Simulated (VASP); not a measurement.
Wanted: the native input for a VASP 6.6.1 run.

```yaml
Task: single point
Functional: PBE
Potentials_or_basis: VASP PAW PBE potentials, release 64 (Co, O)
Cutoff: 600 eV
k_mesh: 2 × 2 × 2
Occupations: fermi-dirac, width 0.1 eV
Spin: collinear spin, ferromagnetic start
Starting_moments: "[2.72, 2.71, 2.71, 2.71, 0.26, 0.26, 0.26, 0.26] μB"
Dipole_correction: no
Further_INCAR_settings: ALGO = Normal; EDIFF = 1e-06; NBANDS = 44; ISYM = 0
```

The structure of CoO lies in POSCAR:

```
CoO
1.0
    4.4206900820      0.0000000000      0.0000000000
    0.0000000000      4.4206900820      0.0000000000
    0.0000000000      0.0000000000      4.4206900820
Co O
4 4
Direct
   -0.0053905560      0.0044773570      0.0021243880
   -0.0053309660      0.5010792800      0.5057711230
    0.5044540350     -0.0035904340      0.4970670980
    0.5008512630      0.5027766860     -0.0051796920
    0.4971854150     -0.0059777370      0.0057154680
    0.5040213070      0.5055675320      0.4945159150
    0.0040959390      0.0008173910      0.4999380040
   -0.0029084550      0.4984331130     -0.0039765370
```

These files were run (other wordings do the same):

INCAR

```
SYSTEM = CoO
  ALGO = Normal
  EDIFF = 1E-6
  ENCUT = 600
  GGA = PE
  GGA_COMPAT = .FALSE.
  ISIF = 2
  ISMEAR = -1
  ISPIN = 2
  ISYM = 0
  LASPH = .TRUE.
  LCHARG = .FALSE.
  LMAXMIX = 4
  LORBIT = 11
  LREAL = .FALSE.
  LWAVE = .FALSE.
  MAGMOM = 2.72 2.71 2.71 2.71 0.26 0.26 0.26 0.26
  NBANDS = 44
  NELM = 200
  PREC = Accurate
  SIGMA = 0.1
```

KPOINTS

```
k-points
0
G
  2 2 2
  0 0 0
```

Potentials or basis: VASP PAW PBE potentials, release 64 (Co, O).

The run is started by

```console
$ cat potpaw_PBE.64/Co/POTCAR potpaw_PBE.64/O/POTCAR > POTCAR
$ mpirun -np 1 vasp_std > vasp.out
```

It gave:

```json
{
  "Pressure": "-18.2 GPa",
  "Largest force": "0.082 eV/Å",
  "Net moment": "10.07 μB per cell",
  "Site moments": "Co +2.36, +2.35, +2.32, +2.34; O +0.12, +0.13 (each value once) μB",
  "Valence electrons inside the program's atomic spheres": "Co 7.66; O 4.92"
}
```

Caveat: the k points lie up to 0.71 Å⁻¹ apart.

Run time: 4.9 min on 1 thread of Intel Xeon 8259CL, with other jobs on the host, peak memory 0.27 GiB.
